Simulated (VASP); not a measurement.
Wanted: the native input for a VASP 6.6.1 run.

| Quantity | Value |
| --- | --- |
| Task | single point |
| Functional | PBE |
| Potentials or basis | VASP PAW PBE potentials, release 64 (Si, Ge_d) |
| Cutoff | 520 eV |
| k mesh | 6 × 6 × 4 |
| Occupations | gaussian, width 0.1 eV |
| Spin | no spin polarisation |
| Dipole correction | no |
| Further INCAR settings | ALGO = Normal; EDIFF = 1e-06; NBANDS = 21 |

The structure of Si3Ge lies in POSCAR:

```
Si3Ge
1.0
    3.9157764214      0.0000000000      0.0000000000
    0.0000000000      3.9157764214      0.0000000000
    0.0000000000      0.0000000000      5.5214464817
Si Ge
3 1
Direct
    0.0000000000      0.0000000000      0.0000000000
    0.5000000000      0.0000000000      0.7559145926
    0.0000000000      0.5000000000      0.2440854074
    0.5000000000      0.5000000000      0.5000000000
```

The input as run:

INCAR

```
SYSTEM = Si3Ge
PREC = Accurate
ENCUT = 520
EDIFF = 1E-6
ISMEAR = 0
SIGMA = 0.1
LREAL = .FALSE.
LASPH = .TRUE.
NELM = 60
ALGO = Normal
ISIF = 2
LWAVE = .FALSE.
LCHARG = .FALSE.
GGA = PE
NBANDS = 21
```

KPOINTS

```
Automatic mesh
0
G
  6 6 4
  0 0 0
```

Potentials or basis: VASP PAW PBE potentials, release 64 (Si, Ge_d).

The run is started by

```sh
$ cat potpaw_PBE.64/Si/POTCAR potpaw_PBE.64/Ge_d/POTCAR > POTCAR
$ mpirun -np 1 vasp_std > vasp.out
```

Results of the run:

```yaml
Pressure: -0.1 GPa
Band_gap_on_the_k_mesh: 0.40 eV, indirect (least direct gap 0.67 eV)
```

It took 18 s on 1 thread of Intel(R) Xeon(R) 6975P-C (Granite Rapids), on a shared host, peak memory 0.2 GiB.
